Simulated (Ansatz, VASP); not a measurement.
## One calculation of Pd, two programs

```xyz
1
Lattice="0.0000 1.9449 1.8574 1.9449 0.0000 1.8574 1.9449 1.9449 0.0000" Properties=species:S:1:pos:R:3 pbc="T T T"
Pd    0.0000    0.0000    0.0000
```

Change from the starting cell: strain -0.0450 x Voigt [0, 0, 1, 0, 0, 0], atoms carried along.

Alike in both runs: task single point; functional PBEsol; k mesh 20 × 20 × 20; occupations gaussian, width 0.15 eV; no spin polarisation.

|  | VASP | Ansatz |
| --- | --- | --- |
| version | VASP 6.6.1 | Ansatz 0.2.0 |
| potentials or method | VASP PAW PBE potentials, release 64 (Pd), cutoff 520 eV | scalar-relativistic, plane waves, PAW |
| valence electrons in the cell | 10 | 18 |

Ansatz gave:

| Property | Result |
| --- | --- |
| gap on the k mesh at the Fermi level (eV) | none |
| pressure (GPa) | 8.0 |
| traceless stress, the component that is largest in VASP (GPa) | 1.75 |

Q: What did VASP give for the same quantities?

A: gap on the k mesh at the Fermi level (eV): none; pressure (GPa): 7.6; traceless stress, the component that is largest in VASP (GPa): 1.73.

VASP's potentials were made for PBE, not for PBEsol. A gap of «none» marks a metal or a gap that the smearing closes. VASP's potentials hold 10 valence electrons a cell and Ansatz's 18, so a difference there can come from the potentials and not from the codes.
